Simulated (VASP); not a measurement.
A run of VASP 6.6.1:

The input INCAR:

```
SYSTEM = TiO2
ALGO     = Normal         ! electronic algorithm
EDIFF    = 1E-7           ! SCF threshold, eV
ENCUT    = 520            ! plane-wave cutoff, eV
ISIF     = 2              ! what is computed and relaxed
ISMEAR   = 0              ! smearing method
LASPH    = .True.         ! aspherical terms in the spheres
LCHARG   = .False.        ! write CHGCAR
LREAL    = .False.        ! projectors in reciprocal space
LWAVE    = .False.        ! write WAVECAR
NBANDS   = 33             ! bands
NELM     = 60             ! most SCF steps
PREC     = Accurate       ! precision mode
SIGMA    = 0.01           ! smearing width, eV
```

File KPOINTS:

```
k-points
0
Gamma
  6 6 6
  0 0 0
```

Contents of POSCAR:

```
TiO2
1.0
   -1.8794009597      1.8794009597      4.7253708500
    1.8794009597     -1.8794009597      4.7253708500
    1.8794009597      1.8794009597     -4.7253708500
Ti O
2 4
Direct
    0.0000000000      0.0000000000      0.0000000000
    0.7500000000      0.2500000000      0.5000000000
    0.2081000000      0.2081000000      0.0000000000
    0.9581000000      0.4581000000      0.5000000000
    0.5419000000      0.0419000000      0.5000000000
    0.7919000000      0.7919000000      0.0000000000
```

Potentials or basis: VASP PAW LDA potentials, release 64 (Ti_sv, O).

The run is started by

```console
$ cat potpaw_LDA.64/Ti_sv/POTCAR potpaw_LDA.64/O/POTCAR > POTCAR
$ mpirun -np 1 vasp_std > vasp.out
```

Hardware: 1 thread of AMD EPYC 7R13 (shared host).

**Question.** Estimate the wall time of this run.

**Answer.** Run time: 3.7 min on 1 thread of AMD EPYC 7R13, with other jobs on the host, peak memory 0.19 GiB. Counts: scf iterations 17, k points 30.
